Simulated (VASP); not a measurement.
# Ca (Fm-3m) in VASP: single point with PBEsol

Aim: the single point of Ca with PBEsol.

Everything below comes from runs of VASP 6.6.1. Logs are shortened: lines on timing, memory, paths and dates and some standing lists are left out, and cuts for length are marked.

## Step 1: The cell of the first run

It takes space group Fm-3m (No. 225, cubic). Conventional cell: a = 5.912 Å, b = 5.912 Å, c = 5.912 Å, α = 90.00°, β = 90.00°, γ = 90.00°. Within 5.5 Å of Ca (site symmetry m-3m) lie 12 Ca at 4.18 Å.

## Step 2: Single point, PBEsol

File INCAR:

```
SYSTEM = Ca
PREC = Accurate
ENCUT = 520
EDIFF = 1E-6
ISMEAR = -1
SIGMA = 0.15
LREAL = .FALSE.
LASPH = .TRUE.
NELM = 60
ALGO = Normal
ISIF = 2
LWAVE = .FALSE.
LCHARG = .FALSE.
GGA = PS
NBANDS = 11
```

File KPOINTS:

```
regular mesh
0
G
  6 6 6
  0 0 0
```

File POSCAR:

```
Ca
1.0
    0.0000000000      2.9560000000      2.9560000000
    2.9560000000      0.0000000000      2.9560000000
    2.9560000000      2.9560000000      0.0000000000
Ca
1
Direct
    0.0000000000      0.0000000000      0.0000000000
```

Potentials or basis: VASP PAW PBE potentials, release 64 (Ca_sv).

The run is started by

```console
$ cat potpaw_PBE.64/Ca_sv/POTCAR > POTCAR
$ mpirun -np 1 vasp_std > vasp.out
```

OUTCAR:

```text
SYSTEM = Ca
   PREC = Accurate
   ENCUT = 520
   EDIFF = 1E-6
   ISMEAR = -1
   LREAL = .FALSE.
   LASPH = .TRUE.
   NELM = 60
   ISIF = 2
   GGA = PS

 ion  position               nearest neighbor table
   1  0.000  0.000  0.000-

  LATTYP: Found a face centered cubic cell.
 ALAT       =     5.9120000000

  Lattice vectors:

 A1 = (   0.0000000000,   2.9560000000,   2.9560000000)
 A2 = (   2.9560000000,   0.0000000000,   2.9560000000)
 A3 = (   2.9560000000,   2.9560000000,   0.0000000000)

Analysis of symmetry for initial positions (statically):
=====================================================================
 Subroutine PRICEL returns:
 Original cell was already a primitive cell.

 Routine SETGRP: Setting up the symmetry group for a
 face centered cubic supercell.

 Subroutine GETGRP returns: Found 48 space group operations
[... 9 lines left out ...]

 Routine SETGRP: Setting up the symmetry group for a
 face centered cubic supercell.

 Subroutine GETGRP returns: Found 48 space group operations
[... 11 lines left out ...]
                                     Primitive cell

  volume of cell :      51.6587

  direct lattice vectors                    reciprocal lattice vectors
     0.000000000  2.956000000  2.956000000    -0.169147497  0.169147497  0.169147497
     2.956000000  0.000000000  2.956000000     0.169147497 -0.169147497  0.169147497
     2.956000000  2.956000000  0.000000000     0.169147497  0.169147497 -0.169147497

  length of vectors
     4.180415290  4.180415290  4.180415290     0.292972058  0.292972058  0.292972058

  position of ions in fractional coordinates (direct lattice)
     0.000000000  0.000000000  0.000000000

  ion indices of the primitive-cell ions
   primitive index   ion index
                 1           1

----------------------------------------------------------------------------------------

 KPOINTS: regular mesh

Automatic generation of k-mesh.
 Grid dimensions read from file:
 generate k-points for:    6    6    6

 Generating k-lattice:

  Cartesian coordinates                     Fractional coordinates (reciprocal lattice)
    -0.028191249  0.028191249  0.028191249     0.166666667  0.000000000  0.000000000
     0.028191249 -0.028191249  0.028191249     0.000000000  0.166666667  0.000000000
     0.028191249  0.028191249 -0.028191249     0.000000000  0.000000000  0.166666667

  Length of vectors
     0.048828676  0.048828676  0.048828676

  Shift w.r.t. Gamma in fractional coordinates (k-lattice)
     0.000000000  0.000000000  0.000000000
[... 45 lines left out ...]
   NSW    =      0    number of steps for IOM
   IBRION =     -1    ionic relax: 0-MD 1-quasi-New 2-CG
   NFREE  =      0    steps in history (QN), initial steepest desc. (CG)
   ISIF   =      2    stress and relaxation
   ISYM   =      2    0-nonsym 1-usesym 2-fastsym
   POTIM  = 0.5000    time-step for ionic-motion
   TEBEG  =    0.0;   TEEND  =   0.0 temperature during run
   PSTRESS=    0.0 pullay stress
   NELECT =      10.0000    total number of electrons
   NUPDOWN=      -1.0000    fix difference up-down
   EMIN   =  10.00;   EMAX   =-10.00  energy-range for DOS
   EFERMI =   0.00;   METHOD = LEGACY
   ISMEAR =    -1;   SIGMA  =   0.15  broadening in eV -4-tet -1-fermi 0-gaus
   EFERMI_NEDOS =   21; number of points for ismear=-14 and -15
   IALGO  =     38    algorithm
   IMIX   =      4    mixing-type and parameters
     AMIX     =   0.40;   BMIX     =  1.00
     AMIX_MAG =   1.60;   BMIX_MAG =  1.00
  volume/ion in A,a.u.               =      51.66       348.61
  Fermi-wavevector in a.u.,A,eV,Ry     =   0.947023  1.789613 12.202413  0.896852
  Thomas-Fermi vector in A             =   2.075076
   LORBIT       =      0    0 simple, 1 ext, 2 COOP (PROOUT), +10 PAW based schemes
   GGA     = PS    functional components
   LHFCALC =     F    Hartree Fock is set to
   AEXX    =    0.0000 exact exchange contribution
   IVDW    =     0    specifies the selected vdW correction
   LEPSILON=     F    determine dielectric tensor
   LRPA    =     F    only Hartree local field effects (RPA)
 non-spin polarized calculation
  energy-cutoff  :      520.00
  volume of cell :       51.66
 maximum number of plane-waves:      1411
   NGX = 15   NGY = 15   NGZ = 15

 number of electron      10.0000000 magnetization

 number of electron       9.9999999 magnetization

 Free energy of the ion-electron system (eV)
  ---------------------------------------------------
  ext. energy  EPLUGINS =         0.00000000
  ---------------------------------------------------
  free energy    TOTEN  =        -2.05802864 eV

  energy without entropy =       -1.94960080  energy(sigma->0) =       -2.00381472

 E-fermi :   1.1735     XC(G=0):  -7.1925

 val. band max:        0.9637831486   @ k =  -0.3333   0.3333   0.0000
 cond. band min:       1.1917735981   @ k =  -0.3333   0.3333   0.1667
 fundamental gap:      0.2279904494
 Fermi energy:         1.1734537081

 k-point     1 :       0.0000    0.0000    0.0000
  band No.  band energies     occupation
      1     -41.1194      2.00000
      2     -22.1271      2.00000
      3     -22.1271      2.00000
      4     -22.1271      2.00000
      5      -2.5004      2.00000
      6       3.2343      0.00000
      7       3.2343      0.00000
      8       3.2343      0.00000
      9       4.0810      0.00000
     10       4.0810      0.00000
     11       9.4601      0.00000
[... 197 lines left out ...]
 k-point    16 :      -0.3333    0.5000    0.1667
  band No.  band energies     occupation
      1     -41.1126      2.00000
      2     -22.1793      2.00000
      3     -22.1608      2.00000
      4     -22.1518      2.00000
      5       1.2694      0.69063
      6       1.7884      0.03261
      7       1.7952      0.03119
      8       3.6283      0.00000
      9       4.7589      0.00000
     10       5.1216      0.00000
     11       5.2954      0.00000

------------------------ aborting loop because EDIFF is reached ----------------------------------------

  FORCE on cell =-STRESS in cart. coord.  units (eV):
  Direction    XX          YY          ZZ          XY          YZ          ZX
  --------------------------------------------------------------------------------------
  -------------------------------------------------------------------------------------
  Total       -0.9257215     -0.9257215     -0.9257215      0.0000000      0.0000000     -0.0000000
  in kB      -28.7109555    -28.7109555    -28.7109555      0.0000000      0.0000000     -0.0000000
  external PRESSURE =     -28.7109555 kB  Pullay stress =       0.0000000 kB

 VOLUME and BASIS-vectors are now :
 -----------------------------------------------------------------------------
  energy-cutoff  :      520.00
  volume of cell :       51.66
      direct lattice vectors                 reciprocal lattice vectors
     0.000000000  2.956000000  2.956000000    -0.169147497  0.169147497  0.169147497
     2.956000000  0.000000000  2.956000000     0.169147497 -0.169147497  0.169147497
     2.956000000  2.956000000  0.000000000     0.169147497  0.169147497 -0.169147497

 POSITION                                       TOTAL-FORCE (eV/Angst)
 -----------------------------------------------------------------------------------
      0.00000      0.00000      0.00000        -0.000000      0.000000     -0.000000
 -----------------------------------------------------------------------------------
    total drift:                                0.000000      0.000000      0.000000

  FREE ENERGIE OF THE ION-ELECTRON SYSTEM (eV)
  ---------------------------------------------------
  free  energy   TOTEN  =        -2.0580286396 eV

  energy  without entropy=       -1.9496007999  energy(sigma->0) =       -2.00381472
```

stdout:

```text
POSCAR found type information on POSCAR Ca
 POSCAR found :  1 types and       1 ions
 scaLAPACK will be used
 -----------------------------------------------------------------------------
|                                                                             |
|                                                                             |
|     You enforced a specific xc type in the INCAR file but a different       |
|     I HOPE YOU KNOW WHAT YOU ARE DOING!                                     |
|                                                                             |
 -----------------------------------------------------------------------------

 LDA part: xc-table for (Slater+PW92), standard interpolation
 POSCAR, INCAR and KPOINTS ok, starting setup
 FFT: planning ... GRIDC
 FFT: planning ... GRID_SOFT
 FFT: planning ... GRID
 WAVECAR not read
 entering main loop
```

Run time: 5.8 s. Hardware: 1 thread of Intel Xeon Platinum 8559C (Emerald Rapids), shared host; peak memory 0.17 GiB.

Results:

```
Free energy            : -2.0580 eV
Pressure               : -2.9 GPa
Band gap on the k mesh : zero (band 5 reaches 1.27 eV, above the bottom of band 6 at 0.91 eV)
```

Caveat: the PAW data sets were made with another functional, which shifts forces and pressure a little.
